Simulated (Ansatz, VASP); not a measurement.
## One calculation of Ir, two programs

INCAR

```
SYSTEM = Ir
PREC     = Accurate       ! precision mode
ENCUT    = 520            ! plane-wave cutoff, eV
EDIFF    = 1E-7           ! SCF threshold, eV
ISMEAR   = -1             ! smearing method
SIGMA    = 0.08           ! smearing width, eV
LREAL    = .False.        ! projectors in reciprocal space
LASPH    = .True.         ! aspherical terms in the spheres
NELM     = 80             ! most SCF steps
ALGO     = Normal         ! electronic algorithm
ISIF     = 2              ! what is computed and relaxed
LWAVE    = .False.        ! write WAVECAR
LCHARG   = .True.         ! write CHGCAR
LELF     = .True.         ! ELF
LVHAR    = .True.       
NBANDS   = 10             ! bands
```

Contents of KPOINTS:

```
Automatic mesh
0
Gamma
  19 19 19
  0 0 0
```

File POSCAR:

```
Ir
1.0
    0.0000000000      1.7693145633      1.7693145633
    1.7693145633      0.0000000000      1.7693145633
    1.7693145633      1.7693145633      0.0000000000
Ir
1
Direct
    0.0000000000      0.0000000000      0.0000000000
```

Input for Ansatz:

```yaml
crystal:
  lattice:
    - [0.0, 1.7693145633, 1.7693145633]
    - [1.7693145633, 0.0, 1.7693145633]
    - [1.7693145633, 1.7693145633, 0.0]
  atoms:
    - { symbol: Ir, position: [0.0, 0.0, 0.0] }
kpoints:
  mp_grid: { grid: [19, 19, 19] }
scf:
  occupations: { method: fermi_dirac, width: 0.08 }
hamiltonian:
  xc: lda
  pseudopotentials: { kind: paw }
output:
  forces: true
  stress: true
  eigenvalues: true
  populations: true
```

Change from the starting cell: volume scaled by 0.8, PAW files.

Alike in both runs: task single point; functional LDA; k mesh 19 × 19 × 19; occupations fermi-dirac, width 0.08 eV; no spin polarisation.

|  | VASP | Ansatz |
| --- | --- | --- |
| version | VASP 6.6.1 | Ansatz 0.2.0 |
| potentials or method | VASP PAW LDA potentials, release 64 (Ir) | PAW with Ansatz's default frozen-core files, scalar-relativistic |
| plane-wave cutoff (eV) | 520 | 420 |
| valence electrons in the cell | 9 | 17 |

|  | VASP | Ansatz | Ansatz less VASP |
| --- | --- | --- | --- |
| pressure (GPa) | 163.5 | 156.1 | -7.43 |

LDA's correlation is that of Perdew and Zunger in VASP and of Perdew and Wang (1992) in Ansatz. Both programs put the cell under a high pressure, so it lies far from rest at this level. VASP's potentials hold 9 valence electrons a cell and Ansatz's 17, so a difference there can come from the potentials and not from the codes.

Spin-orbit coupling is off throughout. Noted on VASP's run: the cell as given lies far from equilibrium.
